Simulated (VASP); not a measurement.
Cd3C2:

```
CELL_PARAMETERS angstrom
3.97756 0.00000 0.00000
-1.98878 3.44467 0.00000
0.00000 0.00000 6.18844
ATOMIC_POSITIONS crystal
Cd 0.00000 0.00000 0.00000
Cd 0.33333 0.66667 0.64500
Cd 0.66667 0.33333 0.35500
C 0.33333 0.66667 0.24500
C 0.66667 0.33333 0.75500
```

* Program: VASP 6.6.1
* Task: relaxation of cell and atoms
* Functional: r2SCAN
* Potentials or basis: VASP PAW PBE potentials, release 64 (Cd, C)
* Cutoff: 600 eV
* k mesh: 6 × 6 × 4
* Occupations: gaussian, width 0.1 eV
* Spin: no spin polarisation

At the start: pressure -5.0 GPa; volume 16.96 Å³/atom.

Question: Where does the relaxation end?

Answer: Over 12 steps the energy falls by 34.6 meV/atom and the volume is 15.87 Å³/atom (-6.4 %); space group P-3m1 (No. 164, to 0.1 Å) before and after.

Step by step:
```tsv
step	energy change (eV)	largest force (eV/Å)	pressure (GPa)	volume (Å³)
1	0.0000	0.6851	-5.02	84.79
2	-0.1204	0.5344	1.93	78.43
3	-0.1222	0.5559	1.10	79.06
4	-0.1555	0.2780	0.67	79.21
5	-0.1680	0.0550	0.40	79.39
6	-0.1680	0.0517	0.39	79.39
7	-0.1701	0.0222	-0.40	79.92
8	-0.1701	0.0231	-0.44	79.95
9	-0.1720	0.0331	-0.25	79.70
10	-0.1727	0.0456	0.05	79.32
11	-0.1728	0.0424	-0.02	79.41
12	-0.1730	0.0223	0.04	79.37
```

Final structure:
```
CELL_PARAMETERS angstrom
3.89653 0.00000 0.00000
-1.94827 3.37450 0.00000
0.00000 0.00000 6.03620
ATOMIC_POSITIONS crystal
Cd 0.00000 0.00000 0.00000
Cd 0.33333 0.66667 0.66186
Cd 0.66667 0.33333 0.33814
C 0.33333 0.66667 0.23806
C 0.66667 0.33333 0.76194
```

Caveat: the PAW data sets were made with another functional, which shifts forces and pressure a little.
